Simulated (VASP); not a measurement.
# NiO in VASP: settings compared, part 2 of 2

VASP 6.6.1. The steps go on from the part before.

## (4) Single point, PBE+U, collinear spin, ferromagnetic start

File INCAR:

```
SYSTEM = NiO
PREC     = Accurate       ! precision mode
ENCUT    = 520            ! plane-wave cutoff, eV
EDIFF    = 1E-7           ! SCF threshold, eV
ISMEAR   = -1             ! smearing method
SIGMA    = 0.05           ! smearing width, eV
LREAL    = .False.        ! projectors in reciprocal space
LASPH    = .True.         ! aspherical terms in the spheres
NELM     = 150            ! most SCF steps
ALGO     = Normal         ! electronic algorithm
ISIF     = 2              ! what is computed and relaxed
LWAVE    = .False.        ! write WAVECAR
LCHARG   = .False.        ! write CHGCAR
ISPIN    = 2              ! spin polarisation
MAGMOM   = 1 0            ! initial moments
LORBIT   = 11             ! projections on sites
LMAXMIX  = 4              ! l up to which the mixer works
LDAU     = .True.         ! DFT+U
LDAUTYPE = 2            
LDAUL    = 2 -1           ! shell
LDAUU    = 1 0            ! U, eV
LDAUJ    = 0 0          
LDAUPRINT= 1            
GGA      = PE             ! functional
NBANDS   = 19             ! bands
```

File KPOINTS:

```
Automatic mesh
0
Gamma
  11 11 11
  0 0 0
```

File POSCAR:

```
NiO
1.0
    0.0000000000      2.0859016414      2.0859016414
    2.0859016414      0.0000000000      2.0859016414
    2.0859016414      2.0859016414      0.0000000000
Ni O
1 1
Direct
    0.0000000000      0.0000000000      0.0000000000
    0.5000000000      0.5000000000      0.5000000000
```

On the command line:

```bash
$ cat potpaw_PBE.64/Ni/POTCAR potpaw_PBE.64/O/POTCAR > POTCAR
$ mpirun -np 1 vasp_std > vasp.out
```

Run time: 36 s. Hardware: 1 thread of Intel Xeon Platinum 8259CL at 2.50GHz (Skylake/Cascade Lake), shared host; peak memory 0.16 GiB.

It converged, with:

```
Free energy                                           : -11.1677 eV
Pressure                                              : 7.7 GPa
Band gap on the k mesh                                : zero (filled and empty bands overlap)
Net moment                                            : 1.97 μB per cell
Site moments                                          : Ni +1.63; O +0.30 μB
Valence electrons inside the program's atomic spheres : Ni 8.98; O 5.00
```

Levels at points of the mesh, in eV from the Fermi level:
Spin up:
```
           k point  band 5  band 6  band 7  band 8  band 9  band 10  band 11  band 12  band 13  band 14
(0.00, 0.00, 0.00)   -3.22   -3.22   -2.79   -2.79   -2.79     1.66    17.96    18.72    18.72    18.72
```
Spin down:
```
           k point  band 3  band 4  band 5  band 6  band 7  band 8  band 9  band 10  band 11  band 12
(0.00, 0.00, 0.00)   -2.31   -2.31   -2.22   -2.22   -2.22   -0.21   -0.21     2.05    17.89    18.96
```

Eigenvalues of the final occupation matrices:
```tsv
site	spin	trace	eigenvalues
site 1 d	1	4.92	0.97 0.97 0.97 1.01 1.01
site 1 d	2	3.33	0.22 0.22 0.96 0.96 0.96
```

Caveat: a cell with one magnetic atom can't hold antiferromagnetic order, which such compounds often take. The state reached can hang on the start; a lower one may exist.

## (5) Single point, PBE+U, collinear spin, ferromagnetic start

File INCAR:

```
PREC     = Accurate       # precision mode
ENCUT    = 520            # plane-wave cutoff, eV
EDIFF    = 1E-6           # SCF threshold, eV
ISMEAR   = -1             # smearing method
SIGMA    = 0.05           # smearing width, eV
LREAL    = F              # projectors in reciprocal space
LASPH    = T              # aspherical terms in the spheres
NELM     = 150            # most SCF steps
ALGO     = Normal         # electronic algorithm
ISIF     = 2              # what is computed and relaxed
LWAVE    = F              # write WAVECAR
LCHARG   = F              # write CHGCAR
ISPIN    = 2              # spin polarisation
MAGMOM   = 1 0            # initial moments
LORBIT   = 11             # projections on sites
LMAXMIX  = 4              # l up to which the mixer works
LDAU     = T              # DFT+U
LDAUTYPE = 2            
LDAUL    = 2 -1           # shell
LDAUU    = 2 0            # U, eV
LDAUJ    = 0 0          
LDAUPRINT= 1            
GGA      = PE             # functional
NBANDS   = 19             # bands
```

File KPOINTS:

```
regular mesh
0
Gamma
  11 11 11
```

POSCAR is that of step 4.

Potentials or basis: VASP PAW PBE potentials, release 64 (Ni, O).

On the command line:

```bash
$ cat potpaw_PBE.64/Ni/POTCAR potpaw_PBE.64/O/POTCAR > POTCAR
$ mpirun -np 1 vasp_std > vasp.out
```

OUTCAR:

```text
PREC = Accurate
   ENCUT = 520
   EDIFF = 1E-6
   ISMEAR = -1
   LREAL = F
   LASPH = T
   NELM = 150
   ISIF = 2
   ISPIN = 2
   LORBIT = 11
   GGA = PE

 ion  position               nearest neighbor table
   1  0.000  0.000  0.000-   2 2.09   2 2.09   2 2.09   2 2.09   2 2.09   2 2.09
   2  0.500  0.500  0.500-   1 2.09   1 2.09   1 2.09   1 2.09   1 2.09   1 2.09

  LATTYP: Found a face centered cubic cell.
 ALAT       =     4.1718032828

  Lattice vectors:

 A1 = (   0.0000000000,   2.0859016414,   2.0859016414)
 A2 = (   2.0859016414,   0.0000000000,   2.0859016414)
 A3 = (   2.0859016414,   2.0859016414,   0.0000000000)

Analysis of symmetry for initial positions (statically):
=====================================================================
 Subroutine PRICEL returns:
 Original cell was already a primitive cell.

 Routine SETGRP: Setting up the symmetry group for a
 face centered cubic supercell.

 Subroutine GETGRP returns: Found 48 space group operations
 (whereof 48 operations were pure point group operations)
[... 220 lines left out ...]
 Fermi energy:         7.8286427333

 spin component 1

 k-point     1 :       0.0000    0.0000    0.0000
  band No.  band energies     occupation
      1     -12.2688      1.00000
      2       3.3543      1.00000
      3       3.3544      1.00000
      4       4.1070      1.00000
      5       4.1071      1.00000
      6       4.1071      1.00000
[... 1049 lines left out ...]
     18      39.5171      0.00000
     19      39.8361      0.00000

 [... further k-points ...]
[... 5 lines left out ...]
  --------------------------------------------------------------------------------------
  -------------------------------------------------------------------------------------
  Total        0.8347857      0.8347857      0.8347857     -0.0000000      0.0000000      0.0000000
  in kB       73.6841530     73.6841530     73.6841530     -0.0000000      0.0000000      0.0000000
  external PRESSURE =      73.6841530 kB  Pullay stress =       0.0000000 kB

 VOLUME and BASIS-vectors are now :
 -----------------------------------------------------------------------------
  energy-cutoff  :      520.00
  volume of cell :       18.15
      direct lattice vectors                 reciprocal lattice vectors
     0.000000000  2.085901641  2.085901641    -0.239704495  0.239704495  0.239704495
     2.085901641  0.000000000  2.085901641     0.239704495 -0.239704495  0.239704495
     2.085901641  2.085901641  0.000000000     0.239704495  0.239704495 -0.239704495

 POSITION                                       TOTAL-FORCE (eV/Angst)
 -----------------------------------------------------------------------------------
      0.00000      0.00000      0.00000         0.000000     -0.000000      0.000000
      2.08590      2.08590      2.08590        -0.000000      0.000000      0.000000
 -----------------------------------------------------------------------------------
    total drift:                                0.000000     -0.000000     -0.000000

  FREE ENERGIE OF THE ION-ELECTRON SYSTEM (eV)
  ---------------------------------------------------
  free  energy   TOTEN  =       -10.9202090865 eV

  energy  without entropy=      -10.9200357006  energy(sigma->0) =      -10.92012239

 total charge

# of ion       s       p       d       tot
------------------------------------------
    1        0.340   0.418   8.218   8.976
    2        1.551   3.461   0.000   5.012
--------------------------------------------------
tot          1.891   3.879   8.218  13.987

 magnetization (x)

# of ion       s       p       d       tot
------------------------------------------
    1        0.011   0.015   1.654   1.680
    2        0.027   0.254   0.000   0.280
--------------------------------------------------
tot          0.038   0.268   1.654   1.961
```

Run time: 31 s. Hardware: 1 thread of Intel Xeon Platinum 8259CL at 2.50GHz (Skylake/Cascade Lake), shared host; peak memory 0.17 GiB.

Results:

```
Free energy                                           : -10.9202 eV
Pressure                                              : 7.4 GPa
Band gap on the k mesh                                : 0.35 eV, indirect (least direct gap 1.24 eV)
Net moment                                            : 2.00 μB per cell
Site moments                                          : Ni +1.68; O +0.28 μB
Valence electrons inside the program's atomic spheres : Ni 8.98; O 5.01
```

Levels at points of the mesh, in eV from the valence-band top:
Spin up:
| k point | band 5 | band 6 | band 7 | band 8 | band 9 | band 10 | band 11 | band 12 | band 13 | band 14 |
| --- | --- | --- | --- | --- | --- | --- | --- | --- | --- | --- |
| (0.00, 0.00, 0.00) | -3.50 | -3.50 | -2.44 | -2.44 | -2.44 | 1.94 | 18.24 | 18.68 | 18.68 | 18.68 |
Spin down:
| k point | band 4 | band 5 | band 6 | band 7 | band 8 | band 9 | band 10 | band 11 |
| --- | --- | --- | --- | --- | --- | --- | --- | --- |
| (0.00, 0.00, 0.00) | -2.56 | -1.91 | -1.91 | -1.91 | 0.35 | 0.35 | 2.33 | 18.17 |

Eigenvalues of the final occupation matrices:
| site | spin | trace | eigenvalues |
| --- | --- | --- | --- |
| site 1 d | 1 | 4.95 | 0.97 0.97 0.97 1.02 1.02 |
| site 1 d | 2 | 3.29 | 0.20 0.20 0.97 0.97 0.97 |

Caveat: a cell with one magnetic atom can't hold antiferromagnetic order, which such compounds often take.

## (6) Single point, PBE+U, collinear spin, ferromagnetic start

File INCAR:

```
  PREC = Accurate
  ENCUT = 520
  EDIFF = 1E-6
  ISMEAR = -1
  SIGMA = 0.05
  LREAL = F
  LASPH = T
  NELM = 150
  ALGO = Normal
  ISIF = 2
  LWAVE = F
  LCHARG = F
  ISPIN = 2
  MAGMOM = 1 0
  LORBIT = 11
  LMAXMIX = 4
  LDAU = T
  LDAUTYPE = 2
  LDAUL = 2 -1
  LDAUU = 3 0
  LDAUJ = 0 0
  LDAUPRINT = 1
  GGA = PE
  NBANDS = 19
```

File KPOINTS:

```
Automatic mesh
0
Gamma
  11 11 11
```

POSCAR is that of step 5.

Potentials or basis: VASP PAW PBE potentials, release 64 (Ni, O).

On the command line:

```bash
$ cat potpaw_PBE.64/Ni/POTCAR potpaw_PBE.64/O/POTCAR > POTCAR
$ mpirun -np 1 vasp_std > vasp.out
```

Run time: 35 s. Hardware: 1 thread of Intel Xeon Platinum 8259CL at 2.50GHz (Skylake/Cascade Lake), shared host; peak memory 0.17 GiB.

The run converged. Its results:

| Property | Result |
| --- | --- |
| Free energy | -10.7008 eV |
| Pressure | 6.6 GPa |
| Band gap on the k mesh | 0.86 eV, indirect (least direct gap 1.69 eV) |
| Net moment | 2.00 μB per cell |
| Site moments | Ni +1.72; O +0.25 μB |
| Valence electrons inside the program's atomic spheres | Ni 8.98; O 5.02 |

Levels at points of the mesh, in eV from the valence-band top:
Spin up:
| k point | band 5 | band 6 | band 7 | band 8 | band 9 | band 10 | band 11 | band 12 | band 13 | band 14 |
| --- | --- | --- | --- | --- | --- | --- | --- | --- | --- | --- |
| (0.00, 0.00, 0.00) | -3.82 | -3.82 | -2.16 | -2.16 | -2.16 | 2.17 | 18.46 | 18.56 | 18.56 | 18.56 |
Spin down:
```csv
k point,band 5,band 6,band 7,band 8,band 9,band 10
"(0.00, 0.00, 0.00)",-1.68,-1.68,-1.68,0.86,0.86,2.55
```

Eigenvalues of the final occupation matrices:
```tsv
site	spin	trace	eigenvalues
site 1 d	1	4.97	0.97 0.97 0.97 1.02 1.02
site 1 d	2	3.28	0.18 0.18 0.97 0.97 0.97
```

Caveat: a cell with one magnetic atom can't hold antiferromagnetic order, which such compounds often take. The state reached can hang on the start; a lower one may exist.

## (7) The runs side by side

```tsv
task	level	U	cell	k mesh	cutoff (eV)	smearing	gap on the mesh (eV)	pressure (GPa)	moment (μB)
relaxation of cell and atoms	PBE+D4+U	Ni d U = 8.0 eV	relaxed	11 × 11 × 11	600	gaussian 0.02 eV	3.24	-0.1	2.00
single point	RPBE+D3(BJ)+U	Ni d U = 5.0 eV	as given	8 × 8 × 8	520	methfessel-paxton 0.005 eV	2.04	-3.6	2.00
single point	PBE+U	Ni d U = 1.0 eV	as given	11 × 11 × 11	520	fermi-dirac 0.05 eV	none	7.7	1.97
single point	PBE+U	Ni d U = 2.0 eV	as given	11 × 11 × 11	520	fermi-dirac 0.05 eV	0.35	7.4	2.00
single point	PBE+U	Ni d U = 3.0 eV	as given	11 × 11 × 11	520	fermi-dirac 0.05 eV	0.86	6.6	2.00
```

Some of these runs hold the atoms at other places in the same cell, which the table doesn't show; runs alike in all that it shows share one row.

Alike in all rows: potentials or basis VASP PAW PBE potentials, release 64 (Ni, O); spin collinear, ferromagnetic start.

On the cell as given the gap runs from zero (PBE+U) to 2.04 eV (RPBE+D3(BJ)+U); the meshes differ, which moves gaps too. The pressure there spans -3.6 GPa (RPBE+D3(BJ)+U) to 7.7 GPa (PBE+U); a positive pressure means that this level wants a larger cell, a negative one a smaller.

Caveats: a cell with one magnetic atom can't hold antiferromagnetic order, which such compounds often take; three body term missing (some runs); the PAW data sets were made with another functional, which shifts forces and pressure a little (some runs).

Absolute energies hang on the potentials; compare differences alone.
